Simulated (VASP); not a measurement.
# Ti (P6_3/mmc) in VASP: notebook

Ti is run at these levels: r2SCAN; tasks: single point.

All numbers are computed with VASP 6.6.1; they aren't measurements. Logs are shortened: lines on timing, memory, paths and dates and some standing lists are left out, and cuts for length are marked.

**1. The cell of the first run**

Symmetry: P6_3/mmc, No. 194, hexagonal system. The conventional cell has a = 2.994 Å, b = 2.994 Å, c = 4.686 Å, α = 90.00°, β = 90.00°, γ = 120.00°. Within 3.8 Å of Ti (site symmetry -6m2) lie 12 Ti at 2.91 to 2.99 Å.

**2. Single point, r2SCAN (strain +0.015 along x and y, +0.000 along z)**

Input file POSCAR:

```
Ti
1.0
    2.9942478283      0.0000000000      0.0000000000
   -1.4971239141      2.5930946845      0.0000000000
    0.0000000000      0.0000000000      4.6860000000
Ti
2
Direct
    0.3333333333      0.6666666667      0.2500000000
    0.6666666667      0.3333333333      0.7500000000
```

Input file INCAR.step1:

```
SYSTEM = Ti
PREC = Accurate ; ENCUT = 520
ISMEAR = 0 ; SIGMA = 0.15
LREAL = .FALSE. ; LASPH = .TRUE.
NELM = 80 ; NBANDS = 19
GGA = PE ; ALGO = Normal
EDIFF = 1E-4 ; LWAVE = .TRUE.
LCHARG = .FALSE.
```

Input file INCAR.step2:

```
SYSTEM = Ti
PREC = Accurate ; ENCUT = 520
EDIFF = 1E-6 ; ISMEAR = 0
SIGMA = 0.15 ; LREAL = .FALSE.
LASPH = .TRUE. ; NELM = 80
ALGO = Normal ; ISIF = 2
LWAVE = .FALSE. ; LCHARG = .FALSE.
METAGGA = R2SCAN ; LMIXTAU = .TRUE.
NBANDS = 19 ; ISTART = 1
```

Input file KPOINTS:

```
Automatic mesh
0
G
  18 18 10
  0 0 0
```

Potentials or basis: VASP PAW PBE potentials, release 64 (Ti_sv).

Started as:

```bash
> cat potpaw_PBE.64/Ti_sv/POTCAR > POTCAR
> cp INCAR.step1 INCAR
> mpirun -np 1 vasp_std > vasp.out
> cp INCAR.step2 INCAR
> mpirun -np 1 vasp_std > vasp.out
```

OUTCAR:

```text
SYSTEM = Ti
   PREC = Accurate
   ENCUT = 520
   EDIFF = 1E-6
   ISMEAR = 0
   LREAL = .FALSE.
   LASPH = .TRUE.
   NELM = 80
   ISIF = 2
   METAGGA = R2SCAN
   ISTART = 1

 ion  position               nearest neighbor table
   1  0.333  0.667  0.250-   2 2.91   2 2.91   2 2.91   2 2.91   2 2.91   2 2.91
   2  0.667  0.333  0.750-   1 2.91   1 2.91   1 2.91   1 2.91   1 2.91   1 2.91

  LATTYP: Found a hexagonal cell.
 ALAT       =     2.9942478283
 C/A-ratio  =     1.5650007176

  Lattice vectors:

 A1 = (   2.9942478283,   0.0000000000,   0.0000000000)
 A2 = (  -1.4971239141,   2.5930946845,   0.0000000000)
 A3 = (   0.0000000000,   0.0000000000,   4.6860000000)

Analysis of symmetry for initial positions (statically):
=====================================================================
 Subroutine PRICEL returns:
 Original cell was already a primitive cell.

 Routine SETGRP: Setting up the symmetry group for a
 hexagonal supercell.

 Subroutine GETGRP returns: Found 24 space group operations
 (whereof 12 operations were pure point group operations)
 out of a pool of 24 trial point group operations.

The static configuration has the point symmetry D_3d.
 The point group associated with its full space group is D_6h.

Analysis of symmetry for dynamics (positions and initial velocities):
=====================================================================
 Subroutine PRICEL returns:
 Original cell was already a primitive cell.

 Routine SETGRP: Setting up the symmetry group for a
 hexagonal supercell.

 Subroutine GETGRP returns: Found 24 space group operations
 (whereof 12 operations were pure point group operations)
 out of a pool of 24 trial point group operations.

The dynamic configuration has the point symmetry D_3d.
 The point group associated with its full space group is D_6h.

 Subroutine INISYM returns: Found 24 space group operations
 (whereof 12 operations are pure point group operations),
 and found     1 'primitive' translations

----------------------------------------------------------------------------------------

                                     Primitive cell

  volume of cell :      36.3838

  direct lattice vectors                    reciprocal lattice vectors
     2.994247828  0.000000000  0.000000000     0.333973691  0.192819801  0.000000000
    -1.497123914  2.593094685  0.000000000     0.000000000  0.385639601  0.000000000
     0.000000000  0.000000000  4.686000000     0.000000000  0.000000000  0.213401622

  length of vectors
     2.994247828  2.994247828  4.686000000     0.385639601  0.385639601  0.213401622

  position of ions in fractional coordinates (direct lattice)
     0.333333333  0.666666667  0.250000000
     0.666666667  0.333333333  0.750000000

  ion indices of the primitive-cell ions
   primitive index   ion index
                 1           1
                 2           2

----------------------------------------------------------------------------------------

 KPOINTS: Automatic mesh

Automatic generation of k-mesh.
 Grid dimensions read from file:
 generate k-points for:   18   18   10

 Generating k-lattice:

  Cartesian coordinates                     Fractional coordinates (reciprocal lattice)
     0.018554094  0.010712211  0.000000000     0.055555556 -0.000000000  0.000000000
     0.000000000  0.021424422  0.000000000     0.000000000  0.055555556  0.000000000
     0.000000000  0.000000000  0.021340162     0.000000000  0.000000000  0.100000000

  Length of vectors
     0.021424422  0.021424422  0.021340162

  Shift w.r.t. Gamma in fractional coordinates (k-lattice)
     0.000000000  0.000000000  0.000000000

 Subroutine IBZKPT returns following result:
 ===========================================

 Found    222 irreducible k-points:

 Following reciprocal coordinates:
            Coordinates               Weight
  0.000000  0.000000  0.000000      1.000000
  0.055556  0.000000  0.000000      6.000000
  0.111111  0.000000  0.000000      6.000000
  0.166667  0.000000  0.000000      6.000000
  0.222222  0.000000  0.000000      6.000000
  0.277778  0.000000  0.000000      6.000000
[... 16 lines left out ...]
  0.333333  0.111111  0.000000     12.000000
  0.388889  0.111111  0.000000     12.000000
 [... further k-points ...]
   k-points           NKPTS =    222   k-points in BZ     NKDIM =    222   number of bands    NBANDS=     19
   number of dos      NEDOS =    301   number of ions     NIONS =      2
   total plane-waves  NPLWV =  20736
   dimension x,y,z NGX =    24 NGY =   24 NGZ =   36
   dimension x,y,z NGXF=    48 NGYF=   48 NGZF=   72
   ions per type =               2
   NGX,Y,Z   is equivalent  to a cutoff of  13.33, 13.33, 12.77 a.u.
   NGXF,Y,Z  is equivalent  to a cutoff of  26.65, 26.65, 25.54 a.u.
 SYSTEM =  Ti
   PREC   = accura    normal or accurate (medium, high low for compatibility)
   ISTART =      1    job   : 0-new  1-cont  2-samecut
   ICHARG =      0    charge: 1-file 2-atom 10-const
   ISPIN  =      1    spin polarized calculation?
   LNONCOLLINEAR =      F non collinear calculations
   LSORBIT =      F    spin-orbit coupling
   LASPH  =      T    aspherical Exc in radial PAW
   ENCUT  =  520.0 eV  38.22 Ry    6.18 a.u.   5.57  5.57  8.71*2*pi/ulx,y,z
   NELM   =     80;   NELMIN=  2; NELMDL=  0     # of ELM steps
   EDIFF  = 0.1E-05   stopping-criterion for ELM
   LREAL  =      F    real-space projection
   EDIFFG = 0.1E-04   stopping-criterion for IOM
   NSW    =      0    number of steps for IOM
   IBRION =     -1    ionic relax: 0-MD 1-quasi-New 2-CG
   NFREE  =      0    steps in history (QN), initial steepest desc. (CG)
   ISIF   =      2    stress and relaxation
   ISYM   =      2    0-nonsym 1-usesym 2-fastsym
   POTIM  = 0.5000    time-step for ionic-motion
   TEBEG  =    0.0;   TEEND  =   0.0 temperature during run
   PSTRESS=    0.0 pullay stress
   NELECT =      24.0000    total number of electrons
   NUPDOWN=      -1.0000    fix difference up-down
   EMIN   =  10.00;   EMAX   =-10.00  energy-range for DOS
   EFERMI =   0.00;   METHOD = LEGACY
   ISMEAR =     0;   SIGMA  =   0.15  broadening in eV -4-tet -1-fermi 0-gaus
   EFERMI_NEDOS =   21; number of points for ismear=-14 and -15
   IALGO  =     38    algorithm
   IMIX   =      4    mixing-type and parameters
     AMIX     =   0.40;   BMIX     =  1.00
     AMIX_MAG =   1.60;   BMIX_MAG =  1.00
  volume/ion in A,a.u.               =      18.19       122.77
  Fermi-wavevector in a.u.,A,eV,Ry     =   1.425090  2.693031 27.631840  2.030883
  Thomas-Fermi vector in A             =   2.545512
   LORBIT       =      0    0 simple, 1 ext, 2 COOP (PROOUT), +10 PAW based schemes
   METAGGA = R2SCAN    functional components
   LHFCALC =     F    Hartree Fock is set to
   AEXX    =    0.0000 exact exchange contribution
   IVDW    =     0    specifies the selected vdW correction
   LEPSILON=     F    determine dielectric tensor
   LRPA    =     F    only Hartree local field effects (RPA)
 non-spin polarized calculation
 Gauss-broadening in eV      SIGMA  =   0.15
  energy-cutoff  :      520.00
  volume of cell :       36.38
 maximum number of plane-waves:      1014
 NGX is ok and might be reduce to    24
   NGX = 11   NGY = 11   NGZ = 17

 number of electron      24.0000007 magnetization

 Free energy of the ion-electron system (eV)
  ---------------------------------------------------
  ext. energy  EPLUGINS =         0.00000000
  ---------------------------------------------------
  free energy    TOTEN  =       -25.88422163 eV

  energy without entropy =      -25.86363783  energy(sigma->0) =      -25.87392973

 E-fermi :   7.9174     XC(G=0): -12.1607

 val. band max:        7.9167318366   @ k =   0.3333   0.2778   0.3000
 cond. band min:       7.9291496783   @ k =   0.0556   0.0000   0.2000
 fundamental gap:      0.0124178417
 Fermi energy:         7.9173760049

 k-point     1 :       0.0000    0.0000    0.0000
  band No.  band energies     occupation
      1     -51.4192      2.00000
      2     -51.2949      2.00000
      3     -26.9349      2.00000
      4     -26.3550      2.00000
      5     -26.3549      2.00000
      6     -26.2862      2.00000
[... 11 lines left out ...]
     18       9.5915      0.00000
     19      11.1073      0.00000

 k-point     2 :       0.0556    0.0000    0.0000
  band No.  band energies     occupation
      1     -51.4165      2.00000
      2     -51.2940      2.00000
      3     -26.9288      2.00000
      4     -26.3669      2.00000
      5     -26.3591      2.00000
      6     -26.2889      2.00000
[... 11 lines left out ...]
     18       9.5426      0.00000
     19      11.1344      0.00000

 k-point     3 :       0.1111    0.0000    0.0000
  band No.  band energies     occupation
      1     -51.4090      2.00000
      2     -51.2915      2.00000
      3     -26.9108      2.00000
      4     -26.4017      2.00000
      5     -26.3709      2.00000
      6     -26.3085      2.00000
[... 11 lines left out ...]
     18       9.4547      0.00000
     19      11.2026      0.00000

 k-point     4 :       0.1667    0.0000    0.0000
  band No.  band energies     occupation
      1     -51.3971      2.00000
      2     -51.2877      2.00000
      3     -26.8820      2.00000
      4     -26.4552      2.00000
      5     -26.3884      2.00000
      6     -26.3626      2.00000
[... 11 lines left out ...]
     18       9.6974      0.00000
     19      11.2864      0.00000

 k-point     5 :       0.2222    0.0000    0.0000
  band No.  band energies     occupation
      1     -51.3821      2.00000
      2     -51.2835      2.00000
      3     -26.8444      2.00000
      4     -26.5214      2.00000
      5     -26.4274      2.00000
      6     -26.4093      2.00000
[... 11 lines left out ...]
     18      10.0106      0.00000
     19      11.3664      0.00000

 k-point     6 :       0.2778    0.0000    0.0000
  band No.  band energies     occupation
      1     -51.3653      2.00000
      2     -51.2797      2.00000
      3     -26.8003      2.00000
      4     -26.5926      2.00000
      5     -26.4945      2.00000
      6     -26.4309      2.00000
[... 11 lines left out ...]
     18      10.3673      0.00000
     19      11.4325      0.00000

 k-point     7 :       0.3333    0.0000    0.0000
  band No.  band energies     occupation
      1     -51.3485      2.00000
      2     -51.2772      2.00000
      3     -26.7534      2.00000
      4     -26.6598      2.00000
      5     -26.5562      2.00000
      6     -26.4507      2.00000
[... 11 lines left out ...]
     18      10.7341      0.00000
     19      11.4818      0.00000

 k-point     8 :       0.3889    0.0000    0.0000
  band No.  band energies     occupation
      1     -51.3335      2.00000
      2     -51.2765      2.00000
      3     -26.7148      2.00000
      4     -26.7083      2.00000
      5     -26.6055      2.00000
      6     -26.4666      2.00000
[... 256 lines left out ...]
 k-point    20 :       0.1667    0.1111    0.0000
  band No.  band energies     occupation
      1     -51.3761      2.00000
      2     -51.2820      2.00000
      3     -26.8288      2.00000
      4     -26.5248      2.00000
      5     -26.4864      2.00000
      6     -26.3908      2.00000
[... 11 lines left out ...]
     18      10.2748      0.00000
     19      11.3458      0.00000

 k-point    21 :       0.2222    0.1111    0.0000
  band No.  band energies     occupation
      1     -51.3600      2.00000
      2     -51.2788      2.00000
      3     -26.7859      2.00000
      4     -26.5893      2.00000
      5     -26.5333      2.00000
      6     -26.4245      2.00000
[... 11 lines left out ...]
     18      10.6820      0.00000
     19      11.3902      0.00000

 k-point    22 :       0.2778    0.1111    0.0000
  band No.  band energies     occupation
      1     -51.3438      2.00000
      2     -51.2768      2.00000
      3     -26.7399      2.00000
      4     -26.6522      2.00000
      5     -26.5742      2.00000
      6     -26.4567      2.00000
[... 11 lines left out ...]
     18      11.1198      0.00000
     19      11.4247      0.00000

 k-point    23 :       0.3333    0.1111    0.0000
  band No.  band energies     occupation
      1     -51.3292      2.00000
      2     -51.2765      2.00000
      3     -26.7038      2.00000
      4     -26.6952      2.00000
      5     -26.6068      2.00000
      6     -26.4829      2.00000
[... 11 lines left out ...]
     18      11.4483      0.00000
     19      11.5714      0.00000

 k-point    24 :       0.3889    0.1111    0.0000
  band No.  band energies     occupation
      1     -51.3184      2.00000
      2     -51.2777      2.00000
      3     -26.7374      2.00000
      4     -26.6590      2.00000
      5     -26.6281      2.00000
      6     -26.4998      2.00000
[... 11 lines left out ...]
     18      11.4616      0.00000
     19      12.0238      0.00000

 [... further k-points ...]

------------------------ aborting loop because EDIFF is reached ----------------------------------------

  FORCE on cell =-STRESS in cart. coord.  units (eV):
  Direction    XX          YY          ZZ          XY          YZ          ZX
  --------------------------------------------------------------------------------------
  -------------------------------------------------------------------------------------
  Total       -1.2243405     -1.2243405     -0.9706198     -0.0000000     -0.0000000      0.0000000
  in kB      -53.9143513    -53.9143512    -42.7416528     -0.0000000     -0.0000000      0.0000000
  external PRESSURE =     -50.1901184 kB  Pullay stress =       0.0000000 kB

 VOLUME and BASIS-vectors are now :
 -----------------------------------------------------------------------------
  energy-cutoff  :      520.00
  volume of cell :       36.38
      direct lattice vectors                 reciprocal lattice vectors
     2.994247828  0.000000000  0.000000000     0.333973691  0.192819801  0.000000000
    -1.497123914  2.593094685  0.000000000     0.000000000  0.385639601  0.000000000
     0.000000000  0.000000000  4.686000000     0.000000000  0.000000000  0.213401622

 POSITION                                       TOTAL-FORCE (eV/Angst)
 -----------------------------------------------------------------------------------
     -0.00000      1.72873      1.17150         0.000000      0.000000      0.000000
      1.49712      0.86436      3.51450        -0.000000     -0.000000      0.000000
 -----------------------------------------------------------------------------------
    total drift:                                0.000000     -0.000000      0.000000

  FREE ENERGIE OF THE ION-ELECTRON SYSTEM (eV)
  ---------------------------------------------------
  free  energy   TOTEN  =       -25.8842216305 eV

  energy  without entropy=      -25.8636378347  energy(sigma->0) =      -25.87392973
```

It took 2.9 min on 1 thread of Intel Xeon 6975P-C (Granite Rapids), shared host; peak memory 0.25 GiB.

Results:

* Free energy: -25.8842 eV
* Pressure: -5.0 GPa
* Band gap on the k mesh: zero (bands 12 and 13 overlap by 1.19 eV)

Stress tensor (GPa, compression positive):
```
-5.39  0.00  0.00
 0.00 -5.39  0.00
 0.00  0.00 -4.27
```

Caveat: the cell differs from its parent crystal (strain +0.015 along x and y, +0.000 along z); the cell stands under tension; the PAW data sets were made with another functional, which shifts forces and pressure a little.

**3. Single point, r2SCAN (strain +0.030 along x and y, -0.015 along z)**

Input file POSCAR:

```
Ti
1.0
    3.0384977962      0.0000000000      0.0000000000
   -1.5192488981      2.6314162809      0.0000000000
    0.0000000000      0.0000000000      4.6157100000
Ti
2
Direct
    0.3333333333      0.6666666667      0.2500000000
    0.6666666667      0.3333333333      0.7500000000
```

Input file INCAR.step1:

```
  ALGO = Normal
  EDIFF = 1E-4
  ENCUT = 520
  GGA = PE
  ISMEAR = 0
  LASPH = True
  LCHARG = False
  LREAL = False
  LWAVE = True
  NBANDS = 19
  NELM = 60
  PREC = Accurate
  SIGMA = 0.15
```

Input file INCAR.step2:

```
  ALGO = Normal
  EDIFF = 1E-6
  ENCUT = 520
  ISIF = 2
  ISMEAR = 0
  ISTART = 1
  LASPH = True
  LCHARG = True
  LELF = True
  LMIXTAU = True
  LREAL = False
  LVHAR = True
  LWAVE = False
  METAGGA = R2SCAN
  NBANDS = 19
  NELM = 60
  PREC = Accurate
  SIGMA = 0.15
```

Input file KPOINTS:

```
k-points
0
Gamma
  18 18 10
```

Potentials or basis: VASP PAW PBE potentials, release 64 (Ti_sv).

Started as:

```bash
> cat potpaw_PBE.64/Ti_sv/POTCAR > POTCAR
> cp INCAR.step1 INCAR
> mpirun -np 1 vasp_std > vasp.out
> cp INCAR.step2 INCAR
> mpirun -np 1 vasp_std > vasp.out
```

OUTCAR:

```text
EDIFF = 1E-6
   ENCUT = 520
   ISIF = 2
   ISMEAR = 0
   ISTART = 1
   LASPH = True
   LREAL = False
   METAGGA = R2SCAN
   NELM = 60
   PREC = Accurate

 ion  position               nearest neighbor table
   1  0.333  0.667  0.250-   2 2.90   2 2.90   2 2.90   2 2.90   2 2.90   2 2.90
   2  0.667  0.333  0.750-   1 2.90   1 2.90   1 2.90   1 2.90   1 2.90   1 2.90

  LATTYP: Found a hexagonal cell.
 ALAT       =     3.0384977962
 C/A-ratio  =     1.5190763034

  Lattice vectors:

[... 717 lines left out ...]

------------------------ aborting loop because EDIFF is reached ----------------------------------------

  FORCE on cell =-STRESS in cart. coord.  units (eV):
  Direction    XX          YY          ZZ          XY          YZ          ZX
  --------------------------------------------------------------------------------------
  -------------------------------------------------------------------------------------
  Total       -1.8018037     -1.8018037     -0.8078431      0.0000000     -0.0000000      0.0000000
  in kB      -78.2223864    -78.2223864    -35.0712000      0.0000000     -0.0000000      0.0000000
  external PRESSURE =     -63.8386576 kB  Pullay stress =       0.0000000 kB

 VOLUME and BASIS-vectors are now :
 -----------------------------------------------------------------------------
  energy-cutoff  :      520.00
  volume of cell :       36.91
      direct lattice vectors                 reciprocal lattice vectors
     3.038497796  0.000000000  0.000000000     0.329109997  0.190011745  0.000000000
    -1.519248898  2.631416281  0.000000000     0.000000000  0.380023490  0.000000000
     0.000000000  0.000000000  4.615710000     0.000000000  0.000000000  0.216651393

 POSITION                                       TOTAL-FORCE (eV/Angst)
 -----------------------------------------------------------------------------------
     -0.00000      1.75428      1.15393        -0.000000      0.000000      0.000000
      1.51925      0.87714      3.46178         0.000000     -0.000000      0.000000
 -----------------------------------------------------------------------------------
    total drift:                               -0.000000      0.000000     -0.000000

  FREE ENERGIE OF THE ION-ELECTRON SYSTEM (eV)
  ---------------------------------------------------
  free  energy   TOTEN  =       -25.8534827373 eV

  energy  without entropy=      -25.8328166770  energy(sigma->0) =      -25.84314971
```

OUTCAR.step1:

```text
EDIFF = 1E-4
   ENCUT = 520
   GGA = PE
   ISMEAR = 0
   LASPH = True
[... 752 lines left out ...]
 -----------------------------------------------------------------------------------
     -0.00000      1.75428      1.15393        -0.000000      0.000000      0.000000
      1.51925      0.87714      3.46178         0.000000     -0.000000      0.000000
 -----------------------------------------------------------------------------------
    total drift:                               -0.000000      0.000000     -0.000000

  FREE ENERGIE OF THE ION-ELECTRON SYSTEM (eV)
  ---------------------------------------------------
  free  energy   TOTEN  =       -15.6283535225 eV

  energy  without entropy=      -15.6031850488  energy(sigma->0) =      -15.61576929
```

Run time: 3.2 min. Hardware: 1 thread of Intel Xeon 6975P-C (Granite Rapids), shared host; peak memory 0.25 GiB.

What came out:

```
Free energy            : -25.8535 eV
Pressure               : -6.4 GPa
Band gap on the k mesh : zero (bands 12 and 13 overlap by 1.15 eV)
```

Stress tensor (GPa, compression positive):
```
-7.82  0.00  0.00
 0.00 -7.82  0.00
 0.00  0.00 -3.51
```

Caveat: the cell differs from its parent crystal (strain +0.030 along x and y, -0.015 along z); the cell stands under tension; the PAW data sets were made with another functional, which shifts forces and pressure a little.
